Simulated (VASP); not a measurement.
Wanted: the native input for a VASP 6.6.1 run.

```yaml
Task: single point
Functional: r2SCAN
Potentials_or_basis: VASP PAW PBE potentials, release 64 (B, As)
Cutoff: 520 eV
k_mesh: 8 × 6 × 1
Occupations: gaussian, width 0.05 eV
Spin: no spin polarisation
Dipole_correction: yes
Further_INCAR_settings: ALGO = Normal; EDIFF = 1e-06; NBANDS = 31
```

The system is BAs, a slab with vacuum.

```
B As
1.0
     3.38268    0.00000    0.00000
     0.00000    4.78383    0.00000
     0.00000    0.00000   23.76536
B As
5 5
Direct
  0.50000 0.50000 0.35766
  0.00000 0.00000 0.42883
  0.50000 0.49345 0.49986
  0.00000 0.99964 0.57268
  0.50000 0.43815 0.62698
  0.00000 0.25000 0.35766
  0.50000 0.75000 0.42883
  0.00000 0.24603 0.50047
  0.50000 0.75323 0.57123
  0.00000 0.23089 0.65021
```

These files were run (other wordings do the same):

POSCAR

```
BAs
1.0
    3.3826817416      0.0000000000      0.0000000000
    0.0000000000      4.7838343962      0.0000000000
    0.0000000000      0.0000000000     23.7653634832
B As
5 5
Direct
    0.5000000000      0.5000000000      0.3576633703
    0.0000000000      0.0000000000      0.4288316852
    0.5000000000      0.4934532861      0.4998553757
    0.0000000000     -0.0003564285      0.5726777851
    0.5000000000      0.4381531611      0.6269785495
    0.0000000000      0.2500000000      0.3576633703
    0.5000000000      0.7500000000      0.4288316852
    0.0000000000      0.2460315956      0.5004738170
    0.5000000000      0.7532313050      0.5712348038
    0.0000000000      0.2308913910      0.6502063873
```

INCAR.step1

```
ALGO = Normal ; DIPOL = 0.5 0.5 0.499
EDIFF = 1E-4 ; ENCUT = 520
GGA = PE ; IDIPOL = 3
ISMEAR = 0 ; LASPH = True
LCHARG = False ; LDIPOL = True
LREAL = False ; LWAVE = True
NBANDS = 31 ; NELM = 80
PREC = Accurate ; SIGMA = 0.05
```

INCAR.step2

```
ALGO = Normal ; DIPOL = 0.5 0.5 0.499
EDIFF = 1E-6 ; ENCUT = 520
IDIPOL = 3 ; ISIF = 2
ISMEAR = 0 ; ISTART = 1
LASPH = True ; LCHARG = False
LDIPOL = True ; LMIXTAU = True
LREAL = False ; LWAVE = False
METAGGA = R2SCAN ; NBANDS = 31
NELM = 80 ; PREC = Accurate
SIGMA = 0.05
```

KPOINTS

```
k-points
0
Gamma
  8 6 1
```

Potentials or basis: VASP PAW PBE potentials, release 64 (B, As).

Run with:

```sh
$ cat potpaw_PBE.64/B/POTCAR potpaw_PBE.64/As/POTCAR > POTCAR
$ cp INCAR.step1 INCAR
$ mpirun -np 1 vasp_std > vasp.out
$ cp INCAR.step2 INCAR
$ mpirun -np 1 vasp_std > vasp.out
```

It gave:

```yaml
Largest_force: 3.040 eV/Å
Band_gap_on_the_k_mesh: 0.23 eV (least direct gap 0.54 eV)
```

Caveat: the PAW data sets were made with another functional, which shifts forces and pressure a little.

Wall time 22 min on 1 thread of Intel(R) Xeon(R) Platinum 8488C (Sapphire Rapids), with other jobs on the host, peak memory 0.55 GiB.
